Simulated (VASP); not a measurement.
A run of VASP 6.6.1 is set up as follows.

The input INCAR:

```
SYSTEM = Ta8HC8
PREC = Accurate
ENCUT = 520
EDIFF = 1E-6
ISMEAR = -1
SIGMA = 0.1
LREAL = Auto
LASPH = .TRUE.
NELM = 60
ALGO = Normal
ISIF = 2
LWAVE = .FALSE.
LCHARG = .FALSE.
GGA = PE
NBANDS = 74
```

The input KPOINTS:

```
regular mesh
0
G
  2 2 2
  0 0 0
```

File POSCAR:

```
Ta8HC8
1.0
    0.0000000000      4.4540000000      4.4540000000
    4.4540000000      0.0000000000      4.4540000000
    4.4540000000      4.4540000000      0.0000000000
Ta C H
8 8 1
Direct
    0.0210260440     -0.0146722048      0.0153906601
   -0.0139762012      0.0173888639      0.5357094746
    0.0036484059      0.4852828918      0.0279860799
    0.0087786260      0.5076560395      0.4792321509
    0.4953973956      0.0035024697      0.0069151325
    0.5003255501      0.0234059273      0.4604063763
    0.4982487652      0.4867085766     -0.0123484508
    0.4887516839      0.4936686125      0.4843286933
    0.2509092950      0.2192299057      0.2757409070
    0.2686910642      0.2344521778      0.7287269870
    0.2348226313      0.7544454423      0.2643017512
    0.2374943871      0.7234171531      0.7768522676
    0.7409968568      0.2682532555      0.2365738662
    0.7626515492      0.2572631343      0.7485518635
    0.7172653794      0.7515267176      0.2743825775
    0.7409968568      0.7520880108      0.7533228559
    0.6601818590      0.6184665469      0.5552424787
```

Potentials or basis: VASP PAW PBE potentials, release 64 (Ta_pv, C, H).

Run with:

```sh
$ cat potpaw_PBE.64/Ta_pv/POTCAR potpaw_PBE.64/C/POTCAR potpaw_PBE.64/H/POTCAR > POTCAR
$ mpirun -np 1 vasp_std > vasp.out
```

Predict the largest force.

4.909 eV/Å.

Estimate the pressure.

18.9 GPa.

What does it give for the band gap on the k mesh?

Zero (an odd number of electrons rules out a gap without spin polarisation).

Stress tensor (GPa, compression positive):
```
19.23 -1.67  1.20
-1.67 20.93  2.71
 1.20  2.71 16.44
```

Caveat: the k points lie up to 0.61 Å⁻¹ apart, too coarse for converged energies and pressures of a metal; the atoms stand as in a frame of molecular dynamics; spin-orbit coupling is left out, which moves the levels of the heavy elements.
